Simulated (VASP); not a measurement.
Runs of VASP 6.6.1 on CsSnI3. The structure is that of space group Pm-3m (No. 221), or close to it. The cells are those of the table. 

```csv
level,potentials or basis,cell,cutoff (eV),gap on the mesh (eV),pressure (GPa)
LDA,"VASP PAW LDA potentials, release 64 (Cs_sv, I, Sn_d)","a = 6.247 Å, 5 atoms",520,1.75,(b)
revPBE,"VASP PAW PBE potentials, release 64 (Cs_sv, I, Sn_d)","a = 6.206 Å, 5 atoms",520,1.75,1.4
PBEsol,"VASP PAW PBE potentials, release 64 (Cs_sv, I, Sn_d)","a = 6.287 Å, 5 atoms",500,1.76,(a)
LDA,"VASP PAW LDA potentials, release 64 (Cs_sv, I, Sn_d)","a = 6.206 Å, 5 atoms",520,1.73,-1.6
RPBE,"VASP PAW PBE potentials, release 64 (Cs_sv, I, Sn_d)","a = 6.206 Å, 5 atoms",520,1.75,1.6
```

Alike in all rows: task single point; no spin polarisation; k mesh 5 × 5 × 5; smearing fermi-dirac 0.05 eV.

Fill in the values left out.

(a) -1.2; (b) -1.8.

Caveats: spin-orbit coupling is left out, which moves the levels of the heavy elements; the PAW data sets were made with another functional, which shifts forces and pressure a little (some runs).

A k mesh can miss the band edges, and the runs leave out spin-orbit coupling on Cs, I, Sn.
